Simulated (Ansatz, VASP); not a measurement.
## AlP5 in VASP and in Ansatz

```xyz
6
Lattice="7.1157 0.0000 0.0000 0.0000 7.1157 0.0000 0.0000 0.0000 2.2821" Properties=species:S:1:pos:R:3 pbc="T T T"
Al    3.5578    3.5578    0.0000
P     5.4374    5.4374    0.0000
P     1.6783    1.6783    0.0000
P     1.6783    5.4374    0.0000
P     5.4374    1.6783    0.0000
P     0.0000    0.0000    0.0000
```

Alike in both runs: task relaxation of cell and atoms; functional PBE; k mesh 4 × 4 × 8; occupations gaussian, width 0.1 eV; no spin polarisation.

```csv
,VASP,Ansatz
version,VASP 6.6.1,Ansatz 0.2.0
potentials or method,"VASP PAW PBE potentials, release 64 (Al, P), cutoff 600 eV","scalar-relativistic, plane waves, PAW"
valence electrons in the cell,28,28
```

```tsv
	VASP	Ansatz	Ansatz less VASP
gap on the k mesh at the Fermi level, each at its own relaxed structure (eV)	none	none	-
relaxed volume (Å³/atom)	19.19	19.17	-0.024
relaxed length of the cell vector where the two differ most in proportion (Å)	7.013	7.009	-0.0039
```

A gap of «none» marks a metal or a gap that the smearing closes.
